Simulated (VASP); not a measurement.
Set up this calculation in VASP 6.6.1, as the native input.

| Item | Value |
| --- | --- |
| Task | single point |
| Functional | PBE |
| Potentials or basis | VASP PAW PBE potentials, release 64 (Ni) |
| Cutoff | 520 eV |
| k mesh | 20 × 20 × 20 |
| Occupations | fermi-dirac, width 0.05 eV |
| Spin | collinear spin, ferromagnetic start |
| Starting moments | [1.5] μB |
| Dipole correction | no |
| Further INCAR settings | ALGO = Normal; EDIFF = 1e-06; NBANDS = 15 |

The structure of Ni lies in POSCAR:

```
Ni
1.0
    0.0000000000      1.7679500000      1.7149115000
    1.7679500000      0.0000000000      1.7149115000
    1.7679500000      1.7679500000      0.0000000000
Ni
1
Direct
    0.0000000000      0.0000000000      0.0000000000
```

This cell differs from its parent crystal: zz strain of -3 %.

One way to write it, as run:

INCAR

```
ALGO     = Normal         # electronic algorithm
EDIFF    = 1E-6           # SCF threshold, eV
ENCUT    = 520            # plane-wave cutoff, eV
GGA      = PE             # functional
ISIF     = 2              # what is computed and relaxed
ISMEAR   = -1             # smearing method
ISPIN    = 2              # spin polarisation
LASPH    = T              # aspherical terms in the spheres
LCHARG   = F              # write CHGCAR
LMAXMIX  = 4              # l up to which the mixer works
LORBIT   = 11             # projections on sites
LREAL    = F              # projectors in reciprocal space
LWAVE    = F              # write WAVECAR
MAGMOM   = 1.5            # initial moments
NBANDS   = 15             # bands
NELM     = 150            # most SCF steps
PREC     = Accurate       # precision mode
SIGMA    = 0.05           # smearing width, eV
```

KPOINTS

```
k-points
0
Gamma
  20 20 20
```

Potentials or basis: VASP PAW PBE potentials, release 64 (Ni).

Launch:

```sh
$ cat potpaw_PBE.64/Ni/POTCAR > POTCAR
$ mpirun -np 1 vasp_std > vasp.out
```

It gave:

```json
{
  "Pressure": "3.3 GPa",
  "Net moment": "0.63 μB per cell",
  "Site moments": "Ni +0.64 μB",
  "Valence electrons inside the program's atomic spheres": "Ni 9.34"
}
```

Caveat: the cell differs from its parent crystal (zz strain of -3 %); the cell stands under pressure.

It took 6.3 min on 1 thread of AMD EPYC 7R13 (shared host), peak memory 0.22 GiB.
